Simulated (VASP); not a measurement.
Set up this calculation in VASP 6.6.1, as the native input.

* Task: single point
* Functional: PBE
* Dispersion: D3(BJ)
* Potentials or basis: VASP PAW PBE potentials, release 64 (Na_pv, F)
* Cutoff: 520 eV
* k mesh: 8 × 8 × 8
* Occupations: gaussian, width 0.05 eV
* Spin: no spin polarisation
* Dipole correction: no
* Further INCAR settings: ALGO = Normal; EDIFF = 1e-06; NBANDS = 14

The structure of NaF lies in POSCAR:

```
NaF
1.0
    0.0000000000      2.2987312666      2.2987312666
    2.2987312666      0.0000000000      2.2987312666
    2.2987312666      2.2987312666      0.0000000000
Na F
1 1
Direct
    0.0000000000      0.0000000000      0.0000000000
    0.5000000000      0.5000000000      0.5000000000
```

This cell differs from its parent crystal: volume scaled by 0.98.

The input as run:

INCAR

```
SYSTEM = NaF
  ALGO = Normal
  EDIFF = 1E-6
  ENCUT = 520
  GGA = PE
  ISIF = 2
  ISMEAR = 0
  IVDW = 12
  LASPH = .True.
  LCHARG = .False.
  LREAL = .False.
  LWAVE = .False.
  NBANDS = 14
  NELM = 60
  PREC = Accurate
  SIGMA = 0.05
```

KPOINTS

```
k-points
0
Gamma
  8 8 8
  0 0 0
```

Potentials or basis: VASP PAW PBE potentials, release 64 (Na_pv, F).

Launch:

```bash
$ cat potpaw_PBE.64/Na_pv/POTCAR potpaw_PBE.64/F/POTCAR > POTCAR
$ mpirun -np 1 vasp_std > vasp.out
```

Results of the run:

```yaml
Pressure: 1.0 GPa
Band_gap_on_the_k_mesh: 6.43 eV, direct
Dispersion_energy_per_atom: -0.178 eV
```

It took 19 s on 1 thread of AMD EPYC 7R13, with other jobs on the host, peak memory 0.11 GiB.
